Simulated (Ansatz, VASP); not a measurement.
## Cl in VASP and in Ansatz

Contents of INCAR:

```
SYSTEM = Cl
PREC = Accurate
ENCUT = 520
EDIFF = 1E-6
ISMEAR = 0
SIGMA = 0.02
LREAL = .False.
LASPH = .True.
NELM = 100
ALGO = Normal
ISIF = 2
LWAVE = .False.
LCHARG = .False.
GGA = PS
NBANDS = 22
```

KPOINTS

```
regular mesh
0
Gamma
  8 8 4
  0 0 0
```

File POSCAR:

```
Cl
1.0
    3.0950400000     -2.2096032000     -0.0011648000
    3.0950400000      2.2096032000      0.0011648000
    0.0000000000      0.0042952000      8.9143572000
Cl
4
Direct
    0.1496850732      0.8503149268      0.0752975223
    0.6538879714      0.3461120286      0.3693399759
    0.8503149268      0.1496850732      0.9247024777
    0.3461120286      0.6538879714      0.6306600241
```

Input for Ansatz:

```yaml
crystal:
  lattice:
    - [3.09504, -2.2096032, -0.0011648]
    - [3.09504, 2.2096032, 0.0011648]
    - [0.0, 0.0042952, 8.9143572]
  atoms:
    - { symbol: Cl, position: [0.1496850732, 0.8503149268, 0.0752975223] }
    - { symbol: Cl, position: [0.6538879714, 0.3461120286, 0.3693399759] }
    - { symbol: Cl, position: [0.8503149268, 0.1496850732, 0.9247024777] }
    - { symbol: Cl, position: [0.3461120286, 0.6538879714, 0.6306600241] }
basis:
  ecutwfc: 420
kpoints:
  mp_grid: { grid: [8, 8, 4] }
hamiltonian:
  xc: pbesol
scf:
  occupations: { method: gaussian, width: 0.02 }
output:
  forces: true
  stress: true
  eigenvalues: true
```

Alike in both runs: task single point; functional PBEsol; k mesh 8 × 8 × 4; occupations gaussian, width 0.02 eV; no spin polarisation.

|  | VASP | Ansatz |
| --- | --- | --- |
| version | VASP 6.6.1 | Ansatz 0.2.0 |
| potentials or method | VASP PAW PBE potentials, release 64 (Cl), cutoff 520 eV | scalar-relativistic, plane waves, PAW |
| valence electrons in the cell | 28 | 28 |

```csv
,VASP,Ansatz,Ansatz less VASP
gap on the k mesh at the Fermi level (eV),0.05,0.04,-0.016
least direct gap on the mesh (eV),0.14,0.13,-0.017
pressure (GPa),-1.7,-1.5,+0.28
"traceless stress, the component that is largest in VASP (GPa)",-6.75,-7.07,-0.317
rms of the force components (eV/Å),1.334,1.420,+0.0858
```

VASP's potentials were made for PBE, not for PBEsol. Atom by atom the forces differ by 0.120 eV/Å (rms over components). With one functional, cell and mesh, what is left measures potentials, basis and numerics.
